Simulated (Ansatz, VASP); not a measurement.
# BN in VASP and in Ansatz

INCAR

```
ALGO     = Normal         # electronic algorithm
EDIFF    = 1E-6           # SCF threshold, eV
ENCUT    = 520            # plane-wave cutoff, eV
GGA      = PS             # functional
ISIF     = 2              # what is computed and relaxed
ISMEAR   = 0              # smearing method
LASPH    = T              # aspherical terms in the spheres
LCHARG   = T              # write CHGCAR
LELF     = T              # ELF
LREAL    = F              # projectors in reciprocal space
LVHAR    = T            
LWAVE    = F              # write WAVECAR
NBANDS   = 16             # bands
NELM     = 80             # most SCF steps
PREC     = Accurate       # precision mode
SIGMA    = 0.05           # smearing width, eV
```

KPOINTS

```
k-points
0
Gamma
  12 12 4
```

The input POSCAR:

```
BN
1.0
    2.5043488457      0.0000000000      0.0000000000
   -1.2521744229      2.1688297203      0.0000000000
    0.0000000000      0.0000000000      6.8787137607
B N
2 2
Direct
    0.3333333333      0.6666666667      0.2500000000
    0.6666666667      0.3333333333      0.7500000000
    0.3333333333      0.6666666667      0.7500000000
    0.6666666667      0.3333333333      0.2500000000
```

Input for Ansatz:

```yaml
crystal:
  lattice:
    - [2.5043488457, 0.0, 0.0]
    - [-1.2521744229, 2.1688297203, 0.0]
    - [0.0, 0.0, 6.8787137607]
  atoms:
    - { symbol: B, position: [0.3333333333, 0.6666666667, 0.25] }
    - { symbol: B, position: [0.6666666667, 0.3333333333, 0.75] }
    - { symbol: "N", position: [0.3333333333, 0.6666666667, 0.75] }
    - { symbol: "N", position: [0.6666666667, 0.3333333333, 0.25] }
basis:
  ecutwfc: 420
kpoints:
  mp_grid: { grid: [12, 12, 4] }
hamiltonian:
  xc: pbesol
scf:
  occupations: { method: gaussian, width: 0.05 }
output:
  forces: true
  stress: true
  eigenvalues: true
```

Change from the starting cell: strain -0.0200 x Voigt [0, 0, 1, 0, 0, 0], atoms carried along.

Alike in both runs: task single point; functional PBEsol; k mesh 12 × 12 × 4; occupations gaussian, width 0.05 eV; no spin polarisation.

```csv
,VASP,Ansatz
version,VASP 6.6.1,Ansatz 0.2.0
potentials or method,"VASP PAW PBE potentials, release 64 (B, N), cutoff 520 eV","scalar-relativistic, plane waves, PAW"
valence electrons in the cell,16,16
```

|  | VASP | Ansatz | Ansatz less VASP |
| --- | --- | --- | --- |
| gap on the k mesh at the Fermi level (eV) | 4.22 | 4.23 | +0.010 |
| least direct gap on the mesh (eV) | 4.59 | 4.60 | +0.006 |
| pressure (GPa) | 0.4 | 0.1 | -0.30 |
| traceless stress, the component that is largest in VASP (GPa) | -0.26 | 0.16 | +0.426 |

VASP's potentials were made for PBE, not for PBEsol.
